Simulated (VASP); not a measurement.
# Bi (R-3m) in VASP: a series of runs

Runs on Bi. Level: PBE+D3(BJ). Tasks: relaxation of shape and atoms at fixed volume.

Everything below comes from runs of VASP 6.6.1. Logs are shortened: lines on timing, memory, paths and dates and some standing lists are left out, and cuts for length are marked.

## 1. The cell of the first run

The structure is trigonal, space group R-3m (No. 166). The conventional cell has a = 4.580 Å, b = 4.580 Å, c = 11.761 Å, α = 90.00°, β = 90.00°, γ = 120.00°. Bi (site symmetry 3m) has 6 Bi at 3.12 to 3.48 Å within 4.1 Å.

## 2. Relaxation of shape and atoms at fixed volume, PBE+D3(BJ) (35.60 Å³/atom)

Input file INCAR:

```
SYSTEM = Bi
ALGO     = Fast           ! electronic algorithm
EDIFF    = 1E-6           ! SCF threshold, eV
EDIFFG   = -0.01          ! ionic threshold
ENCUT    = 600            ! plane-wave cutoff, eV
GGA      = PE             ! functional
IBRION   = 2              ! ionic algorithm
ISIF     = 4              ! what is computed and relaxed
ISMEAR   = 0              ! smearing method
IVDW     = 12             ! dispersion correction
LASPH    = .TRUE.         ! aspherical terms in the spheres
LCHARG   = .FALSE.        ! write CHGCAR
LREAL    = .FALSE.        ! projectors in reciprocal space
LWAVE    = .FALSE.        ! write WAVECAR
NELM     = 80             ! most SCF steps
NSW      = 50             ! ionic steps
PREC     = Accurate       ! precision mode
SIGMA    = 0.1            ! smearing width, eV
```

Input file KPOINTS:

```
k-points
0
G
  12 12 12
  0 0 0
```

Input file POSCAR:

```
Bi
1.0
    2.2897931620      1.3220126985      3.9201677771
   -2.2897931620      1.3220126985      3.9201677771
    0.0000000000     -2.6440253969      3.9201677771
Bi
2
Direct
    0.2371283434      0.2371283434      0.2371283434
    0.7628716566      0.7628716566      0.7628716566
```

Potentials or basis: VASP PAW PBE potentials, release 64 (Bi_d).

Started as:

```console
$ cat potpaw_PBE.64/Bi_d/POTCAR > POTCAR
$ mpirun -np 1 vasp_std > vasp.out
```

OUTCAR:

```text
SYSTEM = Bi
   EDIFF = 1E-6
   EDIFFG = -0.01
   ENCUT = 600
   GGA = PE
   IBRION = 2
   ISIF = 4
   ISMEAR = 0
   IVDW = 12
   LASPH = .TRUE.
   LREAL = .FALSE.
   NELM = 80
   NSW = 50
   PREC = Accurate
 IVDW          = 12

 ion  position               nearest neighbor table
   1  0.237  0.237  0.237-   2 3.12   2 3.12   2 3.12   2 3.48   2 3.48   2 3.48
   2  0.763  0.763  0.763-   1 3.12   1 3.12   1 3.12   1 3.48   1 3.48   1 3.48

  LATTYP: Found a trigonal (rhomboedric) cell.
 ALAT       =     4.7284866184
 COS(alpha) =     0.5309942413

  Lattice vectors:

 A1 = (   2.2897931620,   1.3220126985,   3.9201677771)
 A2 = (  -2.2897931620,   1.3220126985,   3.9201677771)
 A3 = (   0.0000000000,  -2.6440253969,   3.9201677771)

Analysis of symmetry for initial positions (statically):
=====================================================================
 Subroutine PRICEL returns:
 Original cell was already a primitive cell.

 Routine SETGRP: Setting up the symmetry group for a
 trigonal (rhombohedral) supercell.

 Subroutine GETGRP returns: Found 12 space group operations
 (whereof 12 operations were pure point group operations)
 out of a pool of 12 trial point group operations.

The static configuration has the point symmetry D_3d.

Analysis of symmetry for dynamics (positions and initial velocities):
=====================================================================
 Subroutine PRICEL returns:
 Original cell was already a primitive cell.

 Routine SETGRP: Setting up the symmetry group for a
 trigonal (rhombohedral) supercell.

 Subroutine GETGRP returns: Found 12 space group operations
 (whereof 12 operations were pure point group operations)
 out of a pool of 12 trial point group operations.

The dynamic configuration has the point symmetry D_3d.

 Subroutine INISYM returns: Found 12 space group operations
 (whereof 12 operations are pure point group operations),
 and found     1 'primitive' translations

----------------------------------------------------------------------------------------

                                     Primitive cell

  volume of cell :      71.2013

  direct lattice vectors                    reciprocal lattice vectors
     2.289793162  1.322012699  3.920167777     0.218360334  0.126070398  0.085030374
    -2.289793162  1.322012699  3.920167777    -0.218360334  0.126070398  0.085030374
     0.000000000 -2.644025397  3.920167777     0.000000000 -0.252140795  0.085030374

  length of vectors
     4.728486618  4.728486618  4.728486618     0.266092362  0.266092362  0.266092362

  position of ions in fractional coordinates (direct lattice)
     0.237128343  0.237128343  0.237128343
     0.762871657  0.762871657  0.762871657

  ion indices of the primitive-cell ions
   primitive index   ion index
                 1           1
                 2           2

----------------------------------------------------------------------------------------

 KPOINTS: k-points

Automatic generation of k-mesh.
 Grid dimensions read from file:
 generate k-points for:   12   12   12

 Generating k-lattice:

  Cartesian coordinates                     Fractional coordinates (reciprocal lattice)
     0.018196695  0.010505866  0.007085865     0.083333333  0.000000000  0.000000000
    -0.018196695  0.010505866  0.007085865     0.000000000  0.083333333  0.000000000
     0.000000000 -0.021011733  0.007085865     0.000000000  0.000000000  0.083333333

  Length of vectors
     0.022174364  0.022174364  0.022174364

  Shift w.r.t. Gamma in fractional coordinates (k-lattice)
     0.000000000  0.000000000  0.000000000

 Subroutine IBZKPT returns following result:
 ===========================================

 Found    189 irreducible k-points:

 Following reciprocal coordinates:
            Coordinates               Weight
  0.000000  0.000000  0.000000      1.000000
  0.083333 -0.000000  0.000000      6.000000
  0.166667 -0.000000  0.000000      6.000000
  0.250000 -0.000000  0.000000      6.000000
  0.333333  0.000000  0.000000      6.000000
  0.416667 -0.000000  0.000000      6.000000
[... 16 lines left out ...]
  0.500000  0.166667  0.000000     12.000000
 -0.416667  0.166667  0.000000     12.000000
 [... further k-points ...]
   k-points           NKPTS =    189   k-points in BZ     NKDIM =    189   number of bands    NBANDS=     19
   number of dos      NEDOS =    301   number of ions     NIONS =      2
   total plane-waves  NPLWV =  64000
   dimension x,y,z NGX =    40 NGY =   40 NGZ =   40
   dimension x,y,z NGXF=    80 NGYF=   80 NGZF=   80
   ions per type =               2
   NGX,Y,Z   is equivalent  to a cutoff of  14.06, 14.06, 14.06 a.u.
   NGXF,Y,Z  is equivalent  to a cutoff of  28.13, 28.13, 28.13 a.u.
 SYSTEM =  Bi
   PREC   = accura    normal or accurate (medium, high low for compatibility)
   ISTART =      0    job   : 0-new  1-cont  2-samecut
   ICHARG =      2    charge: 1-file 2-atom 10-const
   ISPIN  =      1    spin polarized calculation?
   LNONCOLLINEAR =      F non collinear calculations
   LSORBIT =      F    spin-orbit coupling
   LASPH  =      T    aspherical Exc in radial PAW
   ENCUT  =  600.0 eV  44.10 Ry    6.64 a.u.   9.44  9.44  9.44*2*pi/ulx,y,z
   NELM   =     80;   NELMIN=  2; NELMDL= -5     # of ELM steps
   EDIFF  = 0.1E-05   stopping-criterion for ELM
   LREAL  =      F    real-space projection
   EDIFFG = -.1E-01   stopping-criterion for IOM
   NSW    =     50    number of steps for IOM
   IBRION =      2    ionic relax: 0-MD 1-quasi-New 2-CG
   NFREE  =      1    steps in history (QN), initial steepest desc. (CG)
   ISIF   =      4    stress and relaxation
   ISYM   =      2    0-nonsym 1-usesym 2-fastsym
   POTIM  = 0.5000    time-step for ionic-motion
   TEBEG  =    0.0;   TEEND  =   0.0 temperature during run
   PSTRESS=    0.0 pullay stress
   NELECT =      30.0000    total number of electrons
   NUPDOWN=      -1.0000    fix difference up-down
   EMIN   =  10.00;   EMAX   =-10.00  energy-range for DOS
   EFERMI =   0.00;   METHOD = LEGACY
   ISMEAR =     0;   SIGMA  =   0.10  broadening in eV -4-tet -1-fermi 0-gaus
   EFERMI_NEDOS =   21; number of points for ismear=-14 and -15
   IALGO  =     68    algorithm
   IMIX   =      4    mixing-type and parameters
     AMIX     =   0.40;   BMIX     =  1.00
     AMIX_MAG =   1.60;   BMIX_MAG =  1.00
  volume/ion in A,a.u.               =      35.60       240.24
  Fermi-wavevector in a.u.,A,eV,Ry     =   1.227305  2.319271 20.494165  1.506279
  Thomas-Fermi vector in A             =   2.362274
   LORBIT       =      0    0 simple, 1 ext, 2 COOP (PROOUT), +10 PAW based schemes
   GGA     = PE    functional components
   LHFCALC =     F    Hartree Fock is set to
   AEXX    =    0.0000 exact exchange contribution
   IVDW    =    12    specifies the selected vdW correction
   LEPSILON=     F    determine dielectric tensor
   LRPA    =     F    only Hartree local field effects (RPA)
 conjugate gradient relaxation of ions
 non-spin polarized calculation
 RMM-DIIS sequential band-by-band and
 Gauss-broadening in eV      SIGMA  =   0.10
  energy-cutoff  :      600.00
  volume of cell :       71.20
 maximum number of plane-waves:      2395
 NGX is ok and might be reduce to    40
   NGX = 19   NGY = 19   NGZ = 19

--------------------------------------- Ionic step        1  -------------------------------------------

 number of electron      30.0000005 magnetization

 Free energy of the ion-electron system (eV)
  ---------------------------------------------------
  ext. energy  EPLUGINS =         0.00000000
  ---------------------------------------------------
  free energy    TOTEN  =        -7.76455376 eV

  energy without entropy =       -7.76336225  energy(sigma->0) =       -7.76395801

------------------------ aborting loop because EDIFF is reached ----------------------------------------

 Edisp (eV)   -0.89631

 E8    (eV) :    -0.4454

  FORCE on cell =-STRESS in cart. coord.  units (eV):
  Direction    XX          YY          ZZ          XY          YZ          ZX
  --------------------------------------------------------------------------------------
  -------------------------------------------------------------------------------------
  Total      -0.64384    -0.64384    -0.55753     0.00000    -0.00000     0.00000
  in kB     -14.48766   -14.48766   -12.54558     0.00000    -0.00000     0.00000
  external pressure =      -13.84 kB  Pullay stress =        0.00 kB
[... 301 lines left out ...]
  energy  without entropy=       -8.6617098618  energy(sigma->0) =       -8.66229226

--------------------------------------- Ionic step        9  -------------------------------------------

 number of electron      30.0000003 magnetization

 Free energy of the ion-electron system (eV)
  ---------------------------------------------------
  ext. energy  EPLUGINS =         0.00000000
  ---------------------------------------------------
  free energy    TOTEN  =        -7.76669541 eV

  energy without entropy =       -7.76550703  energy(sigma->0) =       -7.76610122

 E-fermi :   6.1788     XC(G=0):  -9.4825

 val. band max:        6.1681020647   @ k =   0.4167   0.0833   0.0833
 cond. band min:       6.2663934355   @ k =   0.4167  -0.0000   0.0000
 fundamental gap:      0.0982913708
 Fermi energy:         6.1787766200

 k-point     1 :       0.0000    0.0000    0.0000
  band No.  band energies     occupation
      1     -16.7039      2.00000
      2     -16.7039      2.00000
      3     -16.5612      2.00000
      4     -16.5612      2.00000
      5     -16.5495      2.00000
      6     -16.3878      2.00000
[... 11 lines left out ...]
     18       9.1576      0.00000
     19      11.7614      0.00000
[... 489 lines left out ...]
      3     -16.5200      2.00000
      4     -16.5044      2.00000
      5     -16.4799      2.00000
      6     -16.4660      2.00000
[... 11 lines left out ...]
     18       9.4003      0.00000
     19      12.9699      0.00000

 [... further k-points ...]

------------------------ aborting loop because EDIFF is reached ----------------------------------------

 Edisp (eV)   -0.89631

 E8    (eV) :    -0.4454

  FORCE on cell =-STRESS in cart. coord.  units (eV):
  Direction    XX          YY          ZZ          XY          YZ          ZX
  --------------------------------------------------------------------------------------
  -------------------------------------------------------------------------------------
  Total      -0.46691    -0.46691    -0.43756     0.00000    -0.00000     0.00000
  in kB     -10.50652   -10.50652    -9.84595     0.00000    -0.00000     0.00000
  external pressure =      -10.29 kB  Pullay stress =        0.00 kB
[... 17 lines left out ...]
  FREE ENERGIE OF THE ION-ELECTRON SYSTEM (eV)
  ---------------------------------------------------
  free  energy   TOTEN  =        -8.6630022820 eV

  energy  without entropy=       -8.6618139019  energy(sigma->0) =       -8.66240809

 reached required accuracy - stopping structural energy minimisation
```

Run time: 23 min. Hardware: 1 thread of Intel Xeon Platinum 8375C at 2.90GHz (Ice Lake), shared host; peak memory 0.45 GiB.

What came out:

| Item | Value |
| --- | --- |
| Free energy | -8.6630 eV |
| Energy gained by relaxing | 1.1 meV/atom |
| Ionic steps | 9 |
| Pressure after relaxing | -1.0 GPa |
| Largest force after relaxing | 0.008 eV/Å |
| Band gap on the k mesh | zero (bands 15 and 16 overlap by 0.19 eV) |
| Dispersion energy per atom | -0.448 eV |

Forces on the atoms (eV/Å):
```
Bi   0.000  0.000  0.008
Bi   0.000  0.000 -0.008
```

Step by step:
```
step  energy change (eV)  largest force (eV/Å)  pressure (GPa)  volume (Å³)
   1              0.0000                0.1003           -1.38        71.20
   2             -0.0009                0.0662           -1.26        71.20
   3             -0.0017                0.0267           -1.19        71.20
   4             -0.0018                0.0538           -0.96        71.20
   5             -0.0020                0.0015           -1.06        71.20
   6             -0.0020                0.0208           -1.02        71.20
   7             -0.0020                0.0024           -1.05        71.20
   8             -0.0020                0.0180           -1.05        71.20
   9             -0.0021                0.0078           -1.03        71.20
```

Final structure:
```
CELL_PARAMETERS angstrom
2.28133 1.31713 3.94929
-2.28133 1.31713 3.94929
0.00000 -2.63426 3.94929
ATOMIC_POSITIONS crystal
Bi 0.23562 0.23562 0.23562
Bi 0.76438 0.76438 0.76438
```

Caveat: spin-orbit coupling is left out, which moves the levels of the heavy elements.

[end of part 1 of 2]

The gap in the log of VASP goes by the Fermi energy; the results here count the filled bands.